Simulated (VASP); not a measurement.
# Ba3C2 (P4/mbm) in VASP: relaxation of cell and atoms with PBE

Aim: the relaxation of cell and atoms of Ba3C2 with PBE.

Everything below comes from runs of VASP 6.6.1. Logs are shortened: lines on timing, memory, paths and dates and some standing lists are left out, and cuts for length are marked.

## 1. The cell of the first run

The structure is tetragonal, space group P4/mbm (No. 127). The conventional cell has a = 7.436 Å, b = 7.436 Å, c = 5.232 Å, α = 90.00°, β = 90.00°, γ = 90.00°. Ba (site symmetry 4/m) has 8 C at 3.29 to 4.21 Å and 8 Ba at 3.83 Å within 4.3 Å. Ba (site symmetry m2m) has 6 C at 3.17 to 3.93 Å and 9 Ba at 3.33 to 3.96 Å within 4.2 Å. Within 1.7 Å of C (site symmetry m2m) lie 1 C at 1.31 Å.

## 2. Relaxation of cell and atoms, PBE

Contents of INCAR:

```
SYSTEM = Ba3C2
ALGO     = Normal         ! electronic algorithm
EDIFF    = 1E-6           ! SCF threshold, eV
EDIFFG   = -0.04          ! ionic threshold
ENCUT    = 600            ! plane-wave cutoff, eV
GGA      = PE             ! functional
IBRION   = 2              ! ionic algorithm
ISIF     = 3              ! what is computed and relaxed
ISMEAR   = 0              ! smearing method
LASPH    = .True.         ! aspherical terms in the spheres
LCHARG   = .False.        ! write CHGCAR
LREAL    = .False.        ! projectors in reciprocal space
LWAVE    = .False.        ! write WAVECAR
NELM     = 60             ! most SCF steps
NSW      = 90             ! ionic steps
PREC     = Accurate       ! precision mode
SIGMA    = 0.1            ! smearing width, eV
```

Contents of KPOINTS:

```
k-points
0
Gamma
  4 4 4
  0 0 0
```

Contents of POSCAR:

```
Ba3C2
1.0
    7.4363971326      0.0000000000      0.0000000000
    0.0000000000      7.4363971326      0.0000000000
    0.0000000000      0.0000000000      5.2318796832
Ba C
6 4
Direct
    0.0000000000      0.0000000000      0.0000000000
    0.5000000000      0.5000000000      0.0000000000
    0.1585148686      0.6585148686      0.5000000000
    0.3414851314      0.1585148686      0.5000000000
    0.8414851314      0.3414851314      0.5000000000
    0.6585148686      0.8414851314      0.5000000000
    0.4378850646      0.9378850646      0.0000000000
    0.0621149354      0.4378850646      0.0000000000
    0.5621149354      0.0621149354      0.0000000000
    0.9378850646      0.5621149354      0.0000000000
```

Potentials or basis: VASP PAW PBE potentials, release 64 (Ba_sv, C).

Run with:

```
$ cat potpaw_PBE.64/Ba_sv/POTCAR potpaw_PBE.64/C/POTCAR > POTCAR
$ mpirun -np 1 vasp_std > vasp.out
```

OUTCAR:

```text
SYSTEM = Ba3C2
   EDIFF = 1E-6
   EDIFFG = -0.04
   ENCUT = 600
   GGA = PE
   IBRION = 2
   ISIF = 3
   ISMEAR = 0
   LASPH = .True.
   LREAL = .False.
   NELM = 60
   NSW = 90
   PREC = Accurate

 ion  position               nearest neighbor table
   1  0.000  0.000  0.000-   7 3.29   8 3.29   9 3.29  10 3.29   3 3.83   4 3.83   5 3.83   6 3.83
                             3 3.83   4 3.83   5 3.83   6 3.83
   2  0.500  0.500  0.000-   7 3.29   8 3.29   9 3.29  10 3.29   3 3.83   4 3.83   5 3.83   6 3.83
                             3 3.83   4 3.83   5 3.83   6 3.83
   3  0.159  0.659  0.500-   8 3.17  10 3.17   8 3.17  10 3.17   5 3.33   1 3.83   2 3.83   2 3.83
                             1 3.83   4 3.96   6 3.96   4 3.96   6 3.96
   4  0.341  0.159  0.500-   7 3.17   9 3.17   7 3.17   9 3.17   6 3.33   1 3.83   2 3.83   2 3.83
                             1 3.83   5 3.96   3 3.96   3 3.96   5 3.96
   5  0.841  0.341  0.500-   8 3.17  10 3.17   8 3.17  10 3.17   3 3.33   1 3.83   2 3.83   2 3.83
                             1 3.83   4 3.96   6 3.96   6 3.96   4 3.96
   6  0.659  0.841  0.500-   7 3.17   9 3.17   7 3.17   9 3.17   4 3.33   1 3.83   2 3.83   2 3.83
                             1 3.83   3 3.96   5 3.96   5 3.96   3 3.96
   7  0.438  0.938  0.000-   9 1.31   6 3.17   4 3.17   4 3.17   6 3.17   2 3.29   1 3.29
   8  0.062  0.438  0.000-  10 1.31   5 3.17   3 3.17   3 3.17   5 3.17   2 3.29   1 3.29
   9  0.562  0.062  0.000-   7 1.31   6 3.17   4 3.17   4 3.17   6 3.17   2 3.29   1 3.29
  10  0.938  0.562  0.000-   8 1.31   5 3.17   3 3.17   3 3.17   5 3.17   2 3.29   1 3.29

  LATTYP: Found a simple tetragonal cell.
 ALAT       =     7.4363971326
 C/A-ratio  =     0.7035503336

  Lattice vectors:

 A1 = (   7.4363971326,   0.0000000000,   0.0000000000)
 A2 = (   0.0000000000,   7.4363971326,   0.0000000000)
 A3 = (   0.0000000000,   0.0000000000,   5.2318796832)

Analysis of symmetry for initial positions (statically):
=====================================================================
 Subroutine PRICEL returns:
 Original cell was already a primitive cell.

 Routine SETGRP: Setting up the symmetry group for a
 simple tetragonal supercell.

 Subroutine GETGRP returns: Found 16 space group operations
 (whereof  8 operations were pure point group operations)
 out of a pool of 16 trial point group operations.

The static configuration has the point symmetry C_4h.
 The point group associated with its full space group is D_4h.

Analysis of symmetry for dynamics (positions and initial velocities):
=====================================================================
 Subroutine PRICEL returns:
 Original cell was already a primitive cell.

 Routine SETGRP: Setting up the symmetry group for a
 simple tetragonal supercell.

 Subroutine GETGRP returns: Found 16 space group operations
 (whereof  8 operations were pure point group operations)
 out of a pool of 16 trial point group operations.

The dynamic configuration has the point symmetry C_4h.
 The point group associated with its full space group is D_4h.

 Subroutine INISYM returns: Found 16 space group operations
 (whereof  8 operations are pure point group operations),
 and found     1 'primitive' translations

----------------------------------------------------------------------------------------

                                     Primitive cell

  volume of cell :     289.3230

  direct lattice vectors                    reciprocal lattice vectors
     7.436397133  0.000000000  0.000000000     0.134473722  0.000000000  0.000000000
     0.000000000  7.436397133  0.000000000     0.000000000  0.134473722  0.000000000
     0.000000000  0.000000000  5.231879683     0.000000000  0.000000000  0.191135894

  length of vectors
     7.436397133  7.436397133  5.231879683     0.134473722  0.134473722  0.191135894

  position of ions in fractional coordinates (direct lattice)
     0.000000000  0.000000000  0.000000000
     0.500000000  0.500000000  0.000000000
     0.158514869  0.658514869  0.500000000
     0.341485131  0.158514869  0.500000000
     0.841485131  0.341485131  0.500000000
     0.658514869  0.841485131  0.500000000
     0.437885065  0.937885065  0.000000000
     0.062114935  0.437885065  0.000000000
     0.562114935  0.062114935  0.000000000
     0.937885065  0.562114935  0.000000000

  ion indices of the primitive-cell ions
   primitive index   ion index
                 1           1
                 2           2
                 3           3
[... 22 lines left out ...]

  Length of vectors
     0.033618430  0.033618430  0.047783973

  Shift w.r.t. Gamma in fractional coordinates (k-lattice)
     0.000000000  0.000000000  0.000000000

 Subroutine IBZKPT returns following result:
 ===========================================

 Found     18 irreducible k-points:

 Following reciprocal coordinates:
            Coordinates               Weight
  0.000000  0.000000  0.000000      1.000000
  0.250000  0.000000  0.000000      4.000000
  0.500000  0.000000  0.000000      2.000000
  0.250000  0.250000  0.000000      4.000000
  0.500000  0.250000  0.000000      4.000000
  0.500000  0.500000  0.000000      1.000000
[... 10 lines left out ...]
  0.500000  0.250000  0.500000      4.000000
  0.500000  0.500000  0.500000      1.000000
   k-points           NKPTS =     18   k-points in BZ     NKDIM =     18   number of bands    NBANDS=     45
   number of dos      NEDOS =    301   number of ions     NIONS =     10
   total plane-waves  NPLWV = 151200
   dimension x,y,z NGX =    60 NGY =   60 NGZ =   42
   dimension x,y,z NGXF=   120 NGYF=  120 NGZF=   84
   ions per type =               6   4
   NGX,Y,Z   is equivalent  to a cutoff of  13.41, 13.41, 13.35 a.u.
   NGXF,Y,Z  is equivalent  to a cutoff of  26.83, 26.83, 26.69 a.u.
 SYSTEM =  Ba3C2
   PREC   = accura    normal or accurate (medium, high low for compatibility)
   ISTART =      0    job   : 0-new  1-cont  2-samecut
   ICHARG =      2    charge: 1-file 2-atom 10-const
   ISPIN  =      1    spin polarized calculation?
   LNONCOLLINEAR =      F non collinear calculations
   LSORBIT =      F    spin-orbit coupling
   LASPH  =      T    aspherical Exc in radial PAW
   ENCUT  =  600.0 eV  44.10 Ry    6.64 a.u.  14.85 14.85 10.45*2*pi/ulx,y,z
   NELM   =     60;   NELMIN=  2; NELMDL= -5     # of ELM steps
   EDIFF  = 0.1E-05   stopping-criterion for ELM
   LREAL  =      F    real-space projection
   EDIFFG = -.4E-01   stopping-criterion for IOM
   NSW    =     90    number of steps for IOM
   IBRION =      2    ionic relax: 0-MD 1-quasi-New 2-CG
   NFREE  =      1    steps in history (QN), initial steepest desc. (CG)
   ISIF   =      3    stress and relaxation
   ISYM   =      2    0-nonsym 1-usesym 2-fastsym
   POTIM  = 0.5000    time-step for ionic-motion
   TEBEG  =    0.0;   TEEND  =   0.0 temperature during run
   PSTRESS=    0.0 pullay stress
   NELECT =      76.0000    total number of electrons
   NUPDOWN=      -1.0000    fix difference up-down
   EMIN   =  10.00;   EMAX   =-10.00  energy-range for DOS
   EFERMI =   0.00;   METHOD = LEGACY
   ISMEAR =     0;   SIGMA  =   0.10  broadening in eV -4-tet -1-fermi 0-gaus
   EFERMI_NEDOS =   21; number of points for ismear=-14 and -15
   IALGO  =     38    algorithm
   IMIX   =      4    mixing-type and parameters
     AMIX     =   0.40;   BMIX     =  1.00
     AMIX_MAG =   1.60;   BMIX_MAG =  1.00
  volume/ion in A,a.u.               =      28.93       195.24
  Fermi-wavevector in a.u.,A,eV,Ry     =   1.048460  1.981301 14.956445  1.099268
  Thomas-Fermi vector in A             =   2.183382
   LORBIT       =      0    0 simple, 1 ext, 2 COOP (PROOUT), +10 PAW based schemes
   GGA     = PE    functional components
   LHFCALC =     F    Hartree Fock is set to
   AEXX    =    0.0000 exact exchange contribution
   IVDW    =     0    specifies the selected vdW correction
   LEPSILON=     F    determine dielectric tensor
   LRPA    =     F    only Hartree local field effects (RPA)
 conjugate gradient relaxation of ions
 non-spin polarized calculation
 Gauss-broadening in eV      SIGMA  =   0.10
  energy-cutoff  :      600.00
  volume of cell :      289.32
 maximum number of plane-waves:      9708
 NGX is ok and might be reduce to    60
   NGX = 29   NGY = 29   NGZ = 21

--------------------------------------- Ionic step        1  -------------------------------------------

 number of electron      76.0000007 magnetization

 Free energy of the ion-electron system (eV)
  ---------------------------------------------------
  ext. energy  EPLUGINS =         0.00000000
  ---------------------------------------------------
  free energy    TOTEN  =       -44.62893511 eV

  energy without entropy =      -44.60884222  energy(sigma->0) =      -44.61888866

------------------------ aborting loop because EDIFF is reached ----------------------------------------

  FORCE on cell =-STRESS in cart. coord.  units (eV):
  Direction    XX          YY          ZZ          XY          YZ          ZX
  --------------------------------------------------------------------------------------
  -------------------------------------------------------------------------------------
  Total        0.9702642      0.9702642      2.0791892      0.0000000      0.0000000      0.0000000
  in kB        5.3730103      5.3730103     11.5138799      0.0000000      0.0000000      0.0000000
  external PRESSURE =       7.4199668 kB  Pullay stress =       0.0000000 kB
[... 113 lines left out ...]
  FREE ENERGIE OF THE ION-ELECTRON SYSTEM (eV)
  ---------------------------------------------------
  free  energy   TOTEN  =       -44.6398993594 eV

  energy  without entropy=      -44.6206325956  energy(sigma->0) =      -44.63026598

 E-fermi :   3.6491     XC(G=0):  -8.9150

 val. band max:        3.6096286072   @ k =   0.2500   0.0000   0.0000
 cond. band min:       3.6810480801   @ k =   0.0000   0.0000   0.5000
 fundamental gap:      0.0714194729
 Fermi energy:         3.6491060995

 k-point     1 :       0.0000    0.0000    0.0000
  band No.  band energies     occupation
      1     -25.4189      2.00000
      2     -25.3739      2.00000
      3     -25.0918      2.00000
      4     -25.0192      2.00000
      5     -24.9185      2.00000
      6     -24.9185      2.00000
[... 853 lines left out ...]
     44       4.8872      0.00000
     45       4.9044      0.00000

[... ionic steps 4 to 7 ...]

--------------------------------------- Ionic step        8  -------------------------------------------

 number of electron      75.9999999 magnetization

------------------------ aborting loop because EDIFF is reached ----------------------------------------
[... 83 lines left out ...]
--------------------------------------- Ionic step       10  -------------------------------------------

 number of electron      76.0000001 magnetization

 Free energy of the ion-electron system (eV)
  ---------------------------------------------------
  ext. energy  EPLUGINS =         0.00000000
  ---------------------------------------------------
  free energy    TOTEN  =       -44.68316145 eV

  energy without entropy =      -44.66934281  energy(sigma->0) =      -44.67625213

 E-fermi :   3.5872     XC(G=0):  -8.8671

 val. band max:        3.5407112892   @ k =   0.5000   0.5000   0.2500
 cond. band min:       3.5995097060   @ k =   0.5000   0.0000   0.0000
 fundamental gap:      0.0587984168
 Fermi energy:         3.5871997312

 k-point     1 :       0.0000    0.0000    0.0000
  band No.  band energies     occupation
      1     -25.4638      2.00000
      2     -25.4157      2.00000
      3     -25.1860      2.00000
      4     -25.1001      2.00000
      5     -25.0288      2.00000
      6     -25.0288      2.00000
[... 890 lines left out ...]
  FREE ENERGIE OF THE ION-ELECTRON SYSTEM (eV)
  ---------------------------------------------------
  free  energy   TOTEN  =       -44.6831614537 eV

  energy  without entropy=      -44.6693428105  energy(sigma->0) =      -44.67625213

 reached required accuracy - stopping structural energy minimisation
```

It took 16 min on 1 thread of Intel Xeon 6975P-C (Granite Rapids), shared host; peak memory 0.56 GiB.

Results:

| Item | Value |
| --- | --- |
| Free energy | -44.6832 eV |
| Relaxed volume | 29.83 Å³/atom |
| Relaxed cell | a = 7.409 Å, b = 7.409 Å, c = 5.433 Å, α = 90.00°, β = 90.00°, γ = 90.00° |
| Space group after relaxing (to 0.1 Å) | P4/mbm (No. 127) |
| Energy gained by relaxing | 5.4 meV/atom |
| Ionic steps | 10 |
| Pressure after relaxing | -0.2 GPa |
| Largest force after relaxing | 0.032 eV/Å |
| Band gap on the k mesh | zero (bands 38 and 39 overlap by 0.50 eV) |

Forces on the atoms (eV/Å):
```
Ba   0.000  0.000  0.000
Ba   0.000  0.000  0.000
Ba   0.009  0.009  0.000
Ba  -0.009  0.009  0.000
Ba  -0.009 -0.009  0.000
Ba   0.009 -0.009  0.000
C    0.023  0.023  0.000
C   -0.023  0.023  0.000
C   -0.023 -0.023  0.000
C    0.023 -0.023  0.000
```

Step by step:
```tsv
step	energy change (eV)	largest force (eV/Å)	pressure (GPa)	volume (Å³)
1	0.0000	0.2444	0.74	289.32
2	0.0074	1.2482	-0.57	294.97
3	-0.0110	0.4328	0.15	291.74
4	-0.0292	0.2555	0.02	294.65
5	-0.0424	0.1026	-0.18	299.99
6	-0.0454	0.0486	-0.25	299.89
7	-0.0485	0.3142	-0.41	299.63
8	-0.0494	0.2867	-0.38	299.49
9	-0.0518	0.2030	-0.32	299.09
10	-0.0542	0.0321	-0.18	298.27
```

Final structure:
```yaml
crystal:
  lattice:
    - [7.40916, 0.00000, 0.00000]
    - [0.00000, 7.40916, 0.00000]
    - [0.00000, 0.00000, 5.43343]
  atoms:
    - { symbol: Ba, position: [0.00000, 0.00000, 0.00000] }
    - { symbol: Ba, position: [0.50000, 0.50000, 0.00000] }
    - { symbol: Ba, position: [0.16332, 0.66332, 0.50000] }
    - { symbol: Ba, position: [0.33668, 0.16332, 0.50000] }
    - { symbol: Ba, position: [0.83668, 0.33668, 0.50000] }
    - { symbol: Ba, position: [0.66332, 0.83668, 0.50000] }
    - { symbol: C, position: [0.43763, 0.93763, 0.00000] }
    - { symbol: C, position: [0.06237, 0.43763, 0.00000] }
    - { symbol: C, position: [0.56237, 0.06237, 0.00000] }
    - { symbol: C, position: [0.93763, 0.56237, 0.00000] }
```

Levels at points of the mesh, in eV from the Fermi level:
```tsv
k point	band 35	band 36	band 37	band 38	band 39	band 40	band 41	band 42
(0.00, 0.00, 0.00)	-1.86	-0.80	-0.80	-0.14	-0.08	0.35	0.38	0.43
(0.50, 0.00, 0.00)	-1.16	-1.16	-0.35	-0.35	0.01	0.01	0.65	0.65
(0.50, 0.50, 0.00)	-1.23	-1.23	0.28	0.28	0.30	0.30	0.36	0.36
(0.00, 0.00, 0.50)	-0.90	-0.85	-0.85	-0.70	0.17	0.64	0.91	0.91
(0.50, 0.00, 0.50)	-0.56	-0.56	-0.28	-0.28	0.11	0.11	0.70	0.70
(0.50, 0.50, 0.50)	-0.49	-0.49	-0.18	-0.18	0.66	0.66	0.77	0.77
```

Caveat: spin-orbit coupling is left out, which moves the levels of the heavy elements.
